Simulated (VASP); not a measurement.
Here is a VASP 6.6.1 calculation.

File INCAR:

```
PREC = Accurate ; ENCUT = 600
EDIFF = 1E-7 ; ISMEAR = 0
SIGMA = 0.1 ; LREAL = F
LASPH = T ; NELM = 60
ALGO = Normal ; ISIF = 3
LWAVE = F ; LCHARG = F
GGA = PE ; IBRION = 2
NSW = 90 ; EDIFFG = -0.04
```

Contents of KPOINTS:

```
regular mesh
0
Gamma
  6 6 2
```

The input POSCAR:

```
ZnCd2Te3
1.0
    4.4698589900      0.0000000000      0.0000000000
   -2.2349295000      3.8710114400      0.0000000000
    0.0000000000      0.0000000000      9.6483004100
Zn Cd Te
1 2 3
Direct
    0.0000000000      0.0000000000      0.5000000000
    0.3333333300      0.6666666700      0.5000000000
    0.6666666700      0.3333333300      0.5000000000
    0.0000000000      0.0000000000      0.0000000000
    0.3333333300      0.6666666700      0.0000000000
    0.6666666700      0.3333333300      0.0000000000
```

Potentials or basis: VASP PAW PBE potentials, release 64 (Zn, Cd, Te).

Run with:

```bash
$ cat potpaw_PBE.64/Zn/POTCAR potpaw_PBE.64/Cd/POTCAR potpaw_PBE.64/Te/POTCAR > POTCAR
$ mpirun -np 1 vasp_std > vasp.out
```

**Question.** Estimate the relaxed cell.

**Answer.** a = 5.457 Å, b = 5.457 Å, c = 6.606 Å, α = 90.00°, β = 90.00°, γ = 120.00°.

**Question.** Estimate the relaxed volume.

**Answer.** 28.40 Å³/atom.

**Question.** Estimate the band gap on the k mesh.

**Answer.** Zero (band 27 reaches 5.12 eV, above the bottom of band 28 at 3.22 eV).

Stress tensor (GPa, compression positive):
```
-0.04  0.00  0.00
 0.00 -0.04  0.00
 0.00  0.00 -0.13
```

Caveat: spin-orbit coupling is left out, which moves the levels of the heavy elements.
